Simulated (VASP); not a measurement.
# ZnCu (Cmmm) in VASP: further runs

The runs below take ZnCu through single point, with LDA.

Program: VASP 6.6.1. These are calculated values, not measurements. Logs are shortened: lines on timing, memory, paths and dates and some standing lists are left out, and cuts for length are marked.

### Step 1. The cell of the first run

Symmetry: Cmmm, No. 65, orthorhombic system. The conventional cell has a = 2.976 Å, b = 4.243 Å, c = 4.141 Å, α = 90.00°, β = 90.00°, γ = 90.00°. Within 3.4 Å of Zn (site symmetry mmm) lie 8 Cu at 2.55 to 2.96 Å and 6 Zn at 2.59 to 2.98 Å. Cu (site symmetry mmm) has 8 Zn at 2.55 to 2.96 Å and 6 Cu at 2.59 to 2.98 Å within 3.4 Å.

### Step 2. Single point, LDA, collinear spin

File INCAR:

```
ALGO     = Normal         # electronic algorithm
EDIFF    = 1E-6           # SCF threshold, eV
ENCUT    = 520            # plane-wave cutoff, eV
GGA      = CA             # functional
ISIF     = 2              # what is computed and relaxed
ISMEAR   = -1             # smearing method
ISPIN    = 2              # spin polarisation
LASPH    = True           # aspherical terms in the spheres
LCHARG   = False          # write CHGCAR
LMAXMIX  = 4              # l up to which the mixer works
LORBIT   = 11             # projections on sites
LREAL    = False          # projectors in reciprocal space
LWAVE    = False          # write WAVECAR
MAGMOM   = 0 0.8          # initial moments
NBANDS   = 22             # bands
NELM     = 150            # most SCF steps
NUPDOWN  = 0.8            # fixed moment
PREC     = Accurate       # precision mode
SIGMA    = 0.05           # smearing width, eV
```

File KPOINTS:

```
k-points
0
Gamma
  16 16 9
```

File POSCAR:

```
ZnCu
1.0
    1.4880390000     -2.1212790000      0.0000000000
    1.4880390000      2.1212790000      0.0000000000
    0.0000000000      0.0000000000      4.1407460000
Zn Cu
1 1
Direct
    0.5000000000      0.5000000000      0.5000000000
    0.0000000000      0.0000000000      0.0000000000
```

Potentials or basis: VASP PAW LDA potentials, release 64 (Zn, Cu).

On the command line:

```
> cat potpaw_LDA.64/Zn/POTCAR potpaw_LDA.64/Cu/POTCAR > POTCAR
> mpirun -np 1 vasp_std > vasp.out
```

OUTCAR:

```text
EDIFF = 1E-6
   ENCUT = 520
   GGA = CA
   ISIF = 2
   ISMEAR = -1
   ISPIN = 2
   LASPH = True
   LORBIT = 11
   LREAL = False
   NELM = 150
   NUPDOWN = 0.8
   PREC = Accurate

 ion  position               nearest neighbor table
   1  0.500  0.500  0.500-   2 2.55   2 2.55   2 2.55   2 2.55
   2  0.000  0.000  0.000-   1 2.55   1 2.55   1 2.55   1 2.55

  LATTYP: Found a base centered orthorhombic cell.
 ALAT       =     2.9760780000
 B/A-ratio  =     1.4255533625
 C/A-ratio  =     1.3913432376

  Lattice vectors:

 A1 = (   1.4880390000,  -2.1212790000,   0.0000000000)
 A2 = (   1.4880390000,   2.1212790000,   0.0000000000)
 A3 = (   0.0000000000,   0.0000000000,   4.1407460000)

Analysis of symmetry for initial positions (statically):
=====================================================================
 Subroutine PRICEL returns:
 Original cell was already a primitive cell.

 Routine SETGRP: Setting up the symmetry group for a
 base centered orthorhombic supercell.

 Subroutine GETGRP returns: Found  8 space group operations
 (whereof  8 operations were pure point group operations)
 out of a pool of  8 trial point group operations.

The static configuration has the point symmetry D_2h.

Analysis of symmetry for dynamics (positions and initial velocities):
=====================================================================
 Subroutine PRICEL returns:
 Original cell was already a primitive cell.

 Routine SETGRP: Setting up the symmetry group for a
 base centered orthorhombic supercell.

 Subroutine GETGRP returns: Found  8 space group operations
 (whereof  8 operations were pure point group operations)
 out of a pool of  8 trial point group operations.

The dynamic configuration has the point symmetry D_2h.

Analysis of structural, dynamic, and magnetic symmetry:
=====================================================================
 Subroutine PRICEL returns:
 Original cell was already a primitive cell.

 Routine SETGRP: Setting up the symmetry group for a
 base centered orthorhombic supercell.

 Subroutine GETGRP returns: Found  8 space group operations
 (whereof  8 operations were pure point group operations)
 out of a pool of  8 trial point group operations.

The overall configuration has the point symmetry D_2h.

 Subroutine INISYM returns: Found  8 space group operations
 (whereof  8 operations are pure point group operations),
 and found     1 'primitive' translations

----------------------------------------------------------------------------------------

                                     Primitive cell

[... 106 lines left out ...]
   EFERMI_NEDOS =   21; number of points for ismear=-14 and -15
   IALGO  =     38    algorithm
   IMIX   =      4    mixing-type and parameters
     AMIX     =   0.40;   BMIX     =  1.00
     AMIX_MAG =   1.60;   BMIX_MAG =  1.00
  volume/ion in A,a.u.               =      13.07        88.20
  Fermi-wavevector in a.u.,A,eV,Ry     =   1.568714  2.964440 33.482099  2.460865
  Thomas-Fermi vector in A             =   2.670704
   LORBIT       =     11    0 simple, 1 ext, 2 COOP (PROOUT), +10 PAW based schemes
   GGA     = CA    functional components
   LHFCALC =     F    Hartree Fock is set to
   AEXX    =    0.0000 exact exchange contribution
   IVDW    =     0    specifies the selected vdW correction
   LEPSILON=     F    determine dielectric tensor
   LRPA    =     F    only Hartree local field effects (RPA)
 spin polarized calculation
  energy-cutoff  :      520.00
  volume of cell :       26.14
 maximum number of plane-waves:       728
   NGX =  9   NGY =  9   NGZ = 15

 number of electron      22.9999985 magnetization       0.8000000

 Free energy of the ion-electron system (eV)
  ---------------------------------------------------
  ext. energy  EPLUGINS =         0.00000000
  ---------------------------------------------------
  free energy    TOTEN  =        -6.03660498 eV

  energy without entropy =       -6.03164651  energy(sigma->0) =       -6.03412575

 E-fermi :   3.8528     XC(G=0): -12.6279

 val. band max:        6.8295095739   @ k =   0.3125   0.3125   0.0000
 cond. band min:       3.8584402291   @ k =   0.3750   0.2500   0.1111
 fundamental gap:     -2.9710693448
 Fermi energy:         6.8318714085

 spin component 1

 k-point     1 :       0.0000    0.0000    0.0000
  band No.  band energies     occupation
      1      -5.3218      1.00000
      2      -3.0506      1.00000
      3      -2.8991      1.00000
      4      -2.2108      1.00000
      5      -2.1804      1.00000
      6      -1.9790      1.00000
[... 589 lines left out ...]
     21      27.6567      0.00000
     22      28.2886      0.00000

 [... further k-points ...]

 spin component 2

 k-point     1 :       0.0000    0.0000    0.0000
  band No.  band energies     occupation
      1      -4.9618      1.00000
      2      -2.9233      1.00000
      3      -2.7935      1.00000
      4      -2.1171      1.00000
      5      -2.0878      1.00000
      6      -1.8956      1.00000
[... 589 lines left out ...]
     21      27.9633      0.00000
     22      28.6125      0.00000

 [... further k-points ...]
[... 5 lines left out ...]
  --------------------------------------------------------------------------------------
  -------------------------------------------------------------------------------------
  Total       -1.0758651     -1.1820509     -1.4127431     -0.0000000      0.0000000      0.0000000
  in kB      -65.9398120    -72.4479453    -86.5870789     -0.0000000      0.0000000      0.0000000
  external PRESSURE =     -74.9916121 kB  Pullay stress =       0.0000000 kB

 VOLUME and BASIS-vectors are now :
 -----------------------------------------------------------------------------
  energy-cutoff  :      520.00
  volume of cell :       26.14
      direct lattice vectors                 reciprocal lattice vectors
     1.488039000 -2.121279000  0.000000000     0.336012699 -0.235706854  0.000000000
     1.488039000  2.121279000  0.000000000     0.336012699  0.235706854  0.000000000
     0.000000000  0.000000000  4.140746000     0.000000000  0.000000000  0.241502377

 POSITION                                       TOTAL-FORCE (eV/Angst)
 -----------------------------------------------------------------------------------
      1.48804      0.00000      2.07037        -0.000000     -0.000000      0.000000
      0.00000      0.00000      0.00000         0.000000      0.000000      0.000000
 -----------------------------------------------------------------------------------
    total drift:                                0.000000      0.000000      0.000000

  FREE ENERGIE OF THE ION-ELECTRON SYSTEM (eV)
  ---------------------------------------------------
  free  energy   TOTEN  =        -6.0366049816 eV

  energy  without entropy=       -6.0316465147  energy(sigma->0) =       -6.03412575

 total charge

# of ion       s       p       d       tot
------------------------------------------
    1        0.608   0.509   9.737  10.854
    2        0.421   0.369   9.161   9.951
--------------------------------------------------
tot          1.029   0.878  18.898  20.805

 magnetization (x)

# of ion       s       p       d       tot
------------------------------------------
    1        0.058   0.126   0.037   0.221
    2        0.040   0.092   0.195   0.326
--------------------------------------------------
tot          0.098   0.218   0.231   0.547
```

stdout:

```text
POSCAR found type information on POSCAR ZnCu
 POSCAR found :  2 types and       2 ions
 scaLAPACK will be used
 LDA part: xc-table for (Slater(with rela. corr.)+CA(PZ))
 , standard interpolation
 POSCAR, INCAR and KPOINTS ok, starting setup
 FFT: planning ... GRIDC
 FFT: planning ... GRID_SOFT
 FFT: planning ... GRID
 WAVECAR not read
 entering main loop
```

Run time: 4.1 min. Hardware: 1 thread of Intel Xeon Platinum 8259CL at 2.50GHz (Skylake/Cascade Lake), shared host; peak memory 0.39 GiB.

Results:

```yaml
Free_energy: -6.0366 eV
Pressure: -7.5 GPa
Net_moment: 0.80 μB per cell
Site_moments: Zn +0.22; Cu +0.33 μB
Valence_electrons_inside_the_program's_atomic_spheres: Zn 10.85; Cu 9.95
```

Caveat: the cell stands under tension; the total moment is fixed, so each spin has its own Fermi level and the state may be an excited one.

### Step 3. Single point, LDA

File INCAR:

```
SYSTEM = ZnCu
PREC = Accurate
ENCUT = 520
EDIFF = 1E-6
ISMEAR = -1
SIGMA = 0.05
LREAL = .False.
LASPH = .True.
NELM = 60
ALGO = Normal
ISIF = 2
LWAVE = .False.
LCHARG = .True.
LELF = .True.
LVHAR = .True.
NBANDS = 18
```

File KPOINTS:

```
Automatic mesh
0
Gamma
  16 16 9
  0 0 0
```

POSCAR is that of step 2.

Potentials or basis: VASP PAW LDA potentials, release 64 (Zn, Cu).

On the command line:

```
> cat potpaw_LDA.64/Zn/POTCAR potpaw_LDA.64/Cu/POTCAR > POTCAR
> mpirun -np 1 vasp_std > vasp.out
```

Wall time 50 s (1 thread of Intel Xeon 6975P-C (Granite Rapids), shared host); peak memory 0.28 GiB.

It converged, with:

```yaml
Free_energy: -6.6229 eV
Pressure: -10.8 GPa
Band_gap_on_the_k_mesh: zero (an odd number of electrons rules out a gap without spin polarisation)
```

Stress tensor (GPa, compression positive):
```
 -9.49   0.00   0.00
  0.00 -11.21   0.00
  0.00   0.00 -11.56
```

Levels at points of the mesh, in eV from the Fermi level:
```
           k point  band 10  band 11  band 12  band 13  band 14  band 15
(0.00, 0.00, 0.00)    -2.51    -2.39    -1.59     2.10    13.98    15.01
(0.50, 0.00, 0.00)    -2.56    -2.23    -0.76     6.48     6.64     6.80
(0.50, 0.50, 0.00)    -1.98    -1.85     1.53     5.93     6.06     6.40
```

Caveat: the cell stands under tension.

The gap in the log of VASP goes by the Fermi energy; the results here count the filled bands.